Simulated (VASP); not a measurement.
# KCd2Os3 (P6/mmm) in VASP: further runs

The runs below take KCd2Os3 through single point, relaxation of cell and atoms, with PBE.

All numbers are computed with VASP 6.6.1; they aren't measurements. Logs are shortened: lines on timing, memory, paths and dates and some standing lists are left out, and cuts for length are marked.

## 1. The cell of the first run

Symmetry: P6/mmm, No. 191, hexagonal system. The conventional cell has a = 5.336 Å, b = 5.336 Å, c = 4.823 Å, α = 90.00°, β = 90.00°, γ = 120.00°. K (site symmetry 6/mmm) has 6 Cd at 3.08 Å and 12 Os at 3.60 Å within 4.1 Å. Cd (site symmetry -6m2) has 6 Os at 2.86 Å and 3 K at 3.08 Å and 3 Cd at 3.08 Å within 3.8 Å. Within 3.6 Å of Os (site symmetry mmm) lie 4 Os at 2.67 Å and 4 Cd at 2.86 Å and 4 K at 3.60 Å.

## 2. Single point, PBE

The input, INCAR:

```
SYSTEM = KCd2Os3
PREC = Accurate
ENCUT = 520
EDIFF = 1E-6
ISMEAR = 0
SIGMA = 0.1
LREAL = .FALSE.
LASPH = .TRUE.
NELM = 60
ALGO = Normal
ISIF = 2
LWAVE = .FALSE.
LCHARG = .FALSE.
GGA = PE
NBANDS = 38
```

The input, KPOINTS:

```
Automatic mesh
0
G
  3 3 6
  0 0 0
```

The input, POSCAR:

```
KCd2Os3
1.0
    5.3364587943      0.0000000000      0.0000000000
   -2.6682293971      4.6215088821      0.0000000000
    0.0000000000      0.0000000000      4.8229142481
K Cd Os
1 2 3
Direct
    0.0000000000      0.0000000000      0.0000000000
    0.3333333333      0.6666666667      0.0000000000
    0.6666666667      0.3333333333      0.0000000000
    0.5000000000      0.0000000000      0.5000000000
    0.5000000000      0.5000000000      0.5000000000
    0.0000000000      0.5000000000      0.5000000000
```

Potentials or basis: VASP PAW PBE potentials, release 64 (K_sv, Cd, Os).

On the command line:

```bash
cat potpaw_PBE.64/K_sv/POTCAR potpaw_PBE.64/Cd/POTCAR potpaw_PBE.64/Os/POTCAR > POTCAR
mpirun -np 1 vasp_std > vasp.out
```

OUTCAR:

```text
SYSTEM = KCd2Os3
   PREC = Accurate
   ENCUT = 520
   EDIFF = 1E-6
   ISMEAR = 0
   LREAL = .FALSE.
   LASPH = .TRUE.
   NELM = 60
   ISIF = 2
   GGA = PE

 ion  position               nearest neighbor table
   1  0.000  0.000  0.000-   2 3.08   3 3.08   2 3.08   3 3.08   3 3.08   2 3.08   6 3.60   6 3.60
                             6 3.60   6 3.60   4 3.60   4 3.60   4 3.60   4 3.60   5 3.60   5 3.60
   2  0.333  0.667  0.000-   4 2.86   4 2.86   6 2.86   6 2.86   5 2.86   5 2.86   1 3.08   3 3.08
                             3 3.08   1 3.08   1 3.08   3 3.08
   3  0.667  0.333  0.000-   4 2.86   4 2.86   6 2.86   6 2.86   5 2.86   5 2.86   1 3.08   2 3.08
                             2 3.08   1 3.08   1 3.08   2 3.08
   4  0.500  0.000  0.500-   5 2.67   5 2.67   6 2.67   6 2.67   2 2.86   3 2.86   2 2.86   3 2.86
                             1 3.60   1 3.60   1 3.60   1 3.60
   5  0.500  0.500  0.500-   4 2.67   4 2.67   6 2.67   6 2.67   2 2.86   3 2.86   2 2.86   3 2.86
                             1 3.60   1 3.60   1 3.60   1 3.60
   6  0.000  0.500  0.500-   5 2.67   5 2.67   4 2.67   4 2.67   2 2.86   3 2.86   2 2.86   3 2.86
                             1 3.60   1 3.60   1 3.60   1 3.60

  LATTYP: Found a hexagonal cell.
 ALAT       =     5.3364587943
 C/A-ratio  =     0.9037667926

  Lattice vectors:

 A1 = (   5.3364587943,   0.0000000000,   0.0000000000)
 A2 = (  -2.6682293971,   4.6215088821,   0.0000000000)
 A3 = (   0.0000000000,   0.0000000000,   4.8229142481)

Analysis of symmetry for initial positions (statically):
=====================================================================
 Subroutine PRICEL returns:
 Original cell was already a primitive cell.

 Routine SETGRP: Setting up the symmetry group for a
 hexagonal supercell.

 Subroutine GETGRP returns: Found 24 space group operations
 (whereof 24 operations were pure point group operations)
 out of a pool of 24 trial point group operations.

The static configuration has the point symmetry D_6h.

Analysis of symmetry for dynamics (positions and initial velocities):
=====================================================================
 Subroutine PRICEL returns:
 Original cell was already a primitive cell.

 Routine SETGRP: Setting up the symmetry group for a
 hexagonal supercell.

 Subroutine GETGRP returns: Found 24 space group operations
 (whereof 24 operations were pure point group operations)
 out of a pool of 24 trial point group operations.

The dynamic configuration has the point symmetry D_6h.

 Subroutine INISYM returns: Found 24 space group operations
 (whereof 24 operations are pure point group operations),
 and found     1 'primitive' translations

----------------------------------------------------------------------------------------

                                     Primitive cell

  volume of cell :     118.9451

  direct lattice vectors                    reciprocal lattice vectors
     5.336458794  0.000000000  0.000000000     0.187390185  0.108189774  0.000000000
    -2.668229397  4.621508882  0.000000000     0.000000000  0.216379547  0.000000000
     0.000000000  0.000000000  4.822914248     0.000000000  0.000000000  0.207343517

  length of vectors
     5.336458794  5.336458794  4.822914248     0.216379547  0.216379547  0.207343517

  position of ions in fractional coordinates (direct lattice)
     0.000000000  0.000000000  0.000000000
     0.333333333  0.666666667  0.000000000
     0.666666667  0.333333333  0.000000000
     0.500000000  0.000000000  0.500000000
     0.500000000  0.500000000  0.500000000
     0.000000000  0.500000000  0.500000000

  ion indices of the primitive-cell ions
   primitive index   ion index
                 1           1
                 2           2
                 3           3
                 4           4
                 5           5
                 6           6

----------------------------------------------------------------------------------------

 KPOINTS: Automatic mesh

Automatic generation of k-mesh.
[... 48 lines left out ...]
  Thomas-Fermi vector in A             =   2.413493
   LORBIT       =      0    0 simple, 1 ext, 2 COOP (PROOUT), +10 PAW based schemes
   GGA     = PE    functional components
   LHFCALC =     F    Hartree Fock is set to
   AEXX    =    0.0000 exact exchange contribution
   IVDW    =     0    specifies the selected vdW correction
   LEPSILON=     F    determine dielectric tensor
   LRPA    =     F    only Hartree local field effects (RPA)
 non-spin polarized calculation
 Gauss-broadening in eV      SIGMA  =   0.10
  energy-cutoff  :      520.00
  volume of cell :      118.95
 maximum number of plane-waves:      3237
 NGX is ok and might be reduce to    40
   NGX = 19   NGY = 19   NGZ = 17

 number of electron      56.9999996 magnetization

 Free energy of the ion-electron system (eV)
  ---------------------------------------------------
  ext. energy  EPLUGINS =         0.00000000
  ---------------------------------------------------
  free energy    TOTEN  =       -31.18321385 eV

  energy without entropy =      -31.12622560  energy(sigma->0) =      -31.15471972

 E-fermi :   3.7824     XC(G=0): -11.3721

 val. band max:        3.7724559518   @ k =   0.3333   0.0000   0.1667
 cond. band min:       3.8142914689   @ k =   0.3333   0.3333   0.3333
 fundamental gap:      0.0418355171
 Fermi energy:         3.7824231551

 k-point     1 :       0.0000    0.0000    0.0000
  band No.  band energies     occupation
      1     -25.7257      2.00000
      2      -9.5308      2.00000
      3      -9.5308      2.00000
      4      -9.1292      2.00000
      5      -5.5108      2.00000
      6      -4.9571      2.00000
[... 30 lines left out ...]
     37       8.1221      0.00000
     38      11.0285      0.00000

 k-point     2 :       0.3333    0.0000    0.0000
  band No.  band energies     occupation
      1     -25.7243      2.00000
      2      -9.5751      2.00000
      3      -9.5196      2.00000
      4      -9.1375      2.00000
      5      -5.2376      2.00000
      6      -5.0935      2.00000
[... 30 lines left out ...]
     37       9.1479      0.00000
     38       9.8861      0.00000
[... 367 lines left out ...]
     37       9.2137      0.00000
     38      10.4847      0.00000

 k-point    12 :       0.3333    0.3333    0.5000
  band No.  band energies     occupation
      1     -25.7228      2.00000
      2      -9.5347      2.00000
      3      -9.5347      2.00000
      4      -9.1772      2.00000
      5      -5.2114      2.00000
      6      -5.1319      2.00000
[... 30 lines left out ...]
     37       9.9079      0.00000
     38      11.3029      0.00000

------------------------ aborting loop because EDIFF is reached ----------------------------------------

  FORCE on cell =-STRESS in cart. coord.  units (eV):
  Direction    XX          YY          ZZ          XY          YZ          ZX
  --------------------------------------------------------------------------------------
  -------------------------------------------------------------------------------------
  Total        0.0694765      0.0694765      0.3304963      0.0000000     -0.0000000      0.0000000
  in kB        0.9358406      0.9358406      4.4517490      0.0000000     -0.0000000      0.0000000
  external PRESSURE =       2.1078101 kB  Pullay stress =       0.0000000 kB

 VOLUME and BASIS-vectors are now :
 -----------------------------------------------------------------------------
  energy-cutoff  :      520.00
  volume of cell :      118.95
      direct lattice vectors                 reciprocal lattice vectors
     5.336458794  0.000000000  0.000000000     0.187390185  0.108189774  0.000000000
    -2.668229397  4.621508882  0.000000000     0.000000000  0.216379547  0.000000000
     0.000000000  0.000000000  4.822914248     0.000000000  0.000000000  0.207343517

 POSITION                                       TOTAL-FORCE (eV/Angst)
 -----------------------------------------------------------------------------------
      0.00000      0.00000      0.00000         0.000000      0.000000      0.000000
     -0.00000      3.08101      0.00000         0.000000     -0.000000      0.000000
      2.66823      1.54050      0.00000        -0.000000      0.000000      0.000000
      2.66823      0.00000      2.41146         0.000000      0.000000      0.000000
      1.33411      2.31075      2.41146         0.000000      0.000000      0.000000
     -1.33411      2.31075      2.41146         0.000000      0.000000      0.000000
 -----------------------------------------------------------------------------------
    total drift:                                0.000000     -0.000000      0.000000

  FREE ENERGIE OF THE ION-ELECTRON SYSTEM (eV)
  ---------------------------------------------------
  free  energy   TOTEN  =       -31.1832138456 eV

  energy  without entropy=      -31.1262255992  energy(sigma->0) =      -31.15471972
```

Wall time 36 s (1 thread of Intel Xeon 6975P-C (Granite Rapids), shared host); peak memory 0.26 GiB.

What came out:

```yaml
Free_energy: -31.1832 eV
Pressure: 0.2 GPa
Band_gap_on_the_k_mesh: zero (an odd number of electrons rules out a gap without spin polarisation)
```

Stress tensor (GPa, compression positive):
```
0.09 0.00 0.00
0.00 0.09 0.00
0.00 0.00 0.45
```

Caveat: the k points lie up to 0.45 Å⁻¹ apart, too coarse for converged energies and pressures of a metal; spin-orbit coupling is left out, which moves the levels of the heavy elements.

## 3. Single point, PBE

This run uses another cell than the first one, of 19.77 Å³/atom.

The input, INCAR:

```
  PREC = Accurate
  ENCUT = 520
  EDIFF = 1E-7
  ISMEAR = 0
  SIGMA = 0.1
  LREAL = F
  LASPH = T
  NELM = 100
  ALGO = Fast
  ISIF = 2
  LWAVE = F
  LCHARG = F
  GGA = PE
  NBANDS = 38
```

The input, KPOINTS:

```
Automatic mesh
0
Gamma
  6 6 4
```

Changes to POSCAR since step 2:

```diff
@@ -2,5 +2,5 @@
 1.0
-    5.3364587943      0.0000000000      0.0000000000
-   -2.6682293971      4.6215088821      0.0000000000
-    0.0000000000      0.0000000000      4.8229142481
+    5.3089423674      0.0000000000      0.0000000000
+   -2.6544711837      4.5976789574      0.0000000000
+    0.0000000000      0.0000000000      4.8591140847
 K Cd Os
```

Potentials or basis: VASP PAW PBE potentials, release 64 (K_sv, Cd, Os).

On the command line:

```bash
cat potpaw_PBE.64/K_sv/POTCAR potpaw_PBE.64/Cd/POTCAR potpaw_PBE.64/Os/POTCAR > POTCAR
mpirun -np 1 vasp_std > vasp.out
```

Run time: 87 s. Hardware: 1 thread of Intel Xeon 6975P-C (Granite Rapids), shared host; peak memory 0.28 GiB.

It converged, with:

* Free energy: -31.5756 eV
* Pressure: 0.2 GPa
* Band gap on the k mesh: zero (an odd number of electrons rules out a gap without spin polarisation)

Stress tensor (GPa, compression positive):
```
0.09 0.00 0.00
0.00 0.09 0.00
0.00 0.00 0.44
```

Levels at points of the mesh, in eV from the Fermi level:
```tsv
k point	band 26	band 27	band 28	band 29	band 30	band 31	band 32	band 33
(0.00, 0.00, 0.00)	-0.34	0.56	0.67	0.67	0.84	0.84	2.70	2.70
(0.50, 0.00, 0.00)	-1.56	-1.38	-1.30	-0.73	0.68	0.79	1.46	2.61
(0.00, 0.00, 0.50)	0.43	0.43	0.51	0.70	0.70	0.76	0.76	0.87
(0.50, 0.00, 0.50)	-1.44	-1.36	-1.21	-0.54	-0.36	0.17	0.68	0.70
```

Caveat: spin-orbit coupling is left out, which moves the levels of the heavy elements.

## 4. Relaxation of cell and atoms, PBE

This run uses another cell than the first one, of 20.35 Å³/atom.

The input, INCAR:

```
  PREC = Accurate
  ENCUT = 600
  EDIFF = 1E-6
  ISMEAR = 0
  SIGMA = 0.1
  LREAL = F
  LASPH = T
  NELM = 100
  ALGO = Normal
  ISIF = 3
  LWAVE = F
  LCHARG = F
  GGA = PE
  IBRION = 2
  NSW = 90
  EDIFFG = -0.04
```

The input, KPOINTS:

```
regular mesh
0
Gamma
  3 3 6
```

Changes to POSCAR since step 3:

```diff
@@ -2,5 +2,5 @@
 1.0
-    5.3089423674      0.0000000000      0.0000000000
-   -2.6544711837      4.5976789574      0.0000000000
-    0.0000000000      0.0000000000      4.8591140847
+    6.1406455022      0.0000000000      0.0000000000
+   -3.0703227511      5.3179550005      0.0000000000
+    0.0000000000      0.0000000000      3.7391488534
 K Cd Os
```

On the command line:

```bash
cat potpaw_PBE.64/K_sv/POTCAR potpaw_PBE.64/Cd/POTCAR potpaw_PBE.64/Os/POTCAR > POTCAR
mpirun -np 1 vasp_std > vasp.out
```

It took 5.2 min on 1 thread of Intel Xeon 6975P-C (Granite Rapids), shared host; peak memory 0.31 GiB.

The run converged. Its results:

```yaml
Free_energy: -31.1722 eV
Relaxed_volume: 19.87 Å³/atom
Relaxed_cell: a = 5.337 Å, b = 5.337 Å, c = 4.833 Å, α = 90.00°, β = 90.00°, γ = 120.00°
Space_group_after_relaxing_to_0.1_Å: P6/mmm (No. 191)
Energy_gained_by_relaxing: 802.6 meV/atom
Ionic_steps: 10
Pressure_after_relaxing: -0.1 GPa
Band_gap_on_the_k_mesh: zero (an odd number of electrons rules out a gap without spin polarisation)
```

Stress tensor (GPa, compression positive):
```
-0.04  0.00  0.00
 0.00 -0.04  0.00
 0.00  0.00 -0.27
```

The path:
```
step  energy change (eV)  largest force (eV/Å)  pressure (GPa)  volume (Å³)
   1              0.0000                0.0000           10.06       122.10
   2             -2.2081                0.0000          -12.81       144.30
   3             -2.2080                0.0000          -12.45       143.63
   4             -4.3632                0.0000          -10.17       131.50
   5             -4.5379                0.0000           -8.17       128.51
   6             -4.5546                0.0000           -7.49       127.71
   7             -4.7848                0.0000            3.34       116.27
   8             -4.8152                0.0000            0.19       118.95
   9             -4.8151                0.0000           -0.01       119.12
  10             -4.8155                0.0000           -0.12       119.21
```

Final structure:
```cif
data_structure
_symmetry_space_group_name_H-M 'P 1'
_symmetry_Int_Tables_number 1
_cell_length_a 5.3369
_cell_length_b 5.3369
_cell_length_c 4.8328
_cell_angle_alpha 90.000
_cell_angle_beta 90.000
_cell_angle_gamma 120.000
_cell_volume 119.21
loop_
_atom_site_label
_atom_site_type_symbol
_atom_site_fract_x
_atom_site_fract_y
_atom_site_fract_z
_atom_site_occupancy
K1 K 0.00000 0.00000 0.00000 1
Cd1 Cd 0.33333 0.66667 0.00000 1
Cd2 Cd 0.66667 0.33333 0.00000 1
Os1 Os 0.50000 0.00000 0.50000 1
Os2 Os 0.50000 0.50000 0.50000 1
Os3 Os 0.00000 0.50000 0.50000 1
```

Levels at points of the mesh, in eV from the Fermi level:
```tsv
k point	band 25	band 26	band 27	band 28	band 29	band 30	band 31	band 32	band 33	band 34
(0.00, 0.00, 0.00)	-0.53	-0.10	0.73	0.84	0.84	0.94	0.94	2.87	2.87	3.75
(0.00, 0.00, 0.50)	-0.13	0.61	0.61	0.68	0.86	0.86	0.87	0.87	0.93	3.75
```

Caveat: the k points lie up to 0.45 Å⁻¹ apart in the final cell, too coarse for converged energies and pressures of a metal; a cell axis changed by over 15 % at a fixed basis, so the end point is rough; spin-orbit coupling is left out, which moves the levels of the heavy elements.

## 5. Relaxation of cell and atoms, PBE

The input, INCAR:

```
ALGO = Fast
EDIFF = 1E-6
EDIFFG = -0.04
ENCUT = 600
GGA = PE
IBRION = 2
ISIF = 3
ISMEAR = 0
LASPH = T
LCHARG = F
LREAL = F
LWAVE = F
NELM = 60
NSW = 90
PREC = Accurate
SIGMA = 0.1
```

The input, KPOINTS:

```
k-points
0
Gamma
  6 6 4
```

Changes to POSCAR since step 4:

```diff
@@ -2,5 +2,5 @@
 1.0
-    6.1406455022      0.0000000000      0.0000000000
-   -3.0703227511      5.3179550005      0.0000000000
-    0.0000000000      0.0000000000      3.7391488534
+    5.3364587943      0.0000000000      0.0000000000
+   -2.6682293971      4.6215088821      0.0000000000
+    0.0000000000      0.0000000000      4.8229142481
 K Cd Os
```

On the command line:

```bash
cat potpaw_PBE.64/K_sv/POTCAR potpaw_PBE.64/Cd/POTCAR potpaw_PBE.64/Os/POTCAR > POTCAR
mpirun -np 1 vasp_std > vasp.out
```

Wall time 5 min (1 thread of Intel Xeon 6975P-C (Granite Rapids), shared host); peak memory 0.36 GiB.

The run converged. Its results:

| Property | Result |
| --- | --- |
| Free energy | -31.5771 eV |
| Relaxed volume | 19.80 Å³/atom |
| Relaxed cell | a = 5.309 Å, b = 5.309 Å, c = 4.868 Å, α = 90.00°, β = 90.00°, γ = 120.00° |
| Space group after relaxing (to 0.1 Å) | P6/mmm (No. 191) |
| Energy gained by relaxing | 1.7 meV/atom |
| Ionic steps | 5 |
| Pressure after relaxing | 0.0 GPa |
| Band gap on the k mesh | zero (an odd number of electrons rules out a gap without spin polarisation) |

The path:
| step | energy change (eV) | largest force (eV/Å) | pressure (GPa) | volume (Å³) |
| --- | --- | --- | --- | --- |
| 1 | 0.0000 | 0.0000 | -0.20 | 118.95 |
| 2 | -0.0095 | 0.0000 | 0.36 | 118.50 |
| 3 | -0.0098 | 0.0000 | 0.28 | 118.57 |
| 4 | -0.0096 | 0.0000 | -0.33 | 119.13 |
| 5 | -0.0100 | 0.0000 | 0.02 | 118.80 |

Final structure:
```
CELL_PARAMETERS angstrom
5.30860 0.00000 0.00000
-2.65430 4.59738 0.00000
0.00000 0.00000 4.86764
ATOMIC_POSITIONS crystal
K 0.00000 0.00000 0.00000
Cd 0.33333 0.66667 0.00000
Cd 0.66667 0.33333 0.00000
Os 0.50000 0.00000 0.50000
Os 0.50000 0.50000 0.50000
Os 0.00000 0.50000 0.50000
```

Levels at points of the mesh, in eV from the Fermi level:
| k point | band 27 | band 28 | band 29 | band 30 | band 31 | band 32 |
| --- | --- | --- | --- | --- | --- | --- |
| (0.00, 0.00, 0.00) | 0.56 | 0.67 | 0.67 | 0.84 | 0.84 | 2.70 |
| (0.50, 0.00, 0.00) | -1.38 | -1.30 | -0.73 | 0.69 | 0.79 | 1.46 |
| (0.00, 0.00, 0.50) | 0.43 | 0.52 | 0.70 | 0.70 | 0.76 | 0.76 |
| (0.50, 0.00, 0.50) | -1.37 | -1.21 | -0.54 | -0.36 | 0.16 | 0.68 |

Caveat: spin-orbit coupling is left out, which moves the levels of the heavy elements.

## 6. Overview

| task | cell | k mesh | cutoff (eV) | gap on the mesh (eV) | pressure (GPa) | relaxed volume (Å³/atom) |
| --- | --- | --- | --- | --- | --- | --- |
| single point | a = 5.336, b = 5.336, c = 4.823 Å, angles 90.0, 90.0, 120.0°, 6 atoms | 3 × 3 × 6 | 520 | none | 0.2 | - |
| single point | a = 5.309, b = 5.309, c = 4.859 Å, angles 90.0, 90.0, 120.0°, 6 atoms | 6 × 6 × 4 | 520 | none | 0.2 | - |
| relaxation of cell and atoms | relaxed from a = 6.141, b = 6.141, c = 3.739 Å, angles 90.0, 90.0, 120.0°, 6 atoms | 3 × 3 × 6 | 600 | none | -0.1 | 19.87 |
| relaxation of cell and atoms | relaxed from a = 5.336, b = 5.336, c = 4.823 Å, angles 90.0, 90.0, 120.0°, 6 atoms | 6 × 6 × 4 | 600 | none | 0.0 | 19.80 |

Alike in all rows: level PBE; potentials or basis VASP PAW PBE potentials, release 64 (K_sv, Cd, Os); no spin polarisation; smearing gaussian 0.1 eV.

Caveats: some runs use coarse meshes; spin-orbit coupling is left out, which moves the levels of the heavy elements; a cell axis changed by over 15 % at a fixed basis, so the end point is rough (at least some runs).

Absolute energies hang on the potentials; compare differences alone.
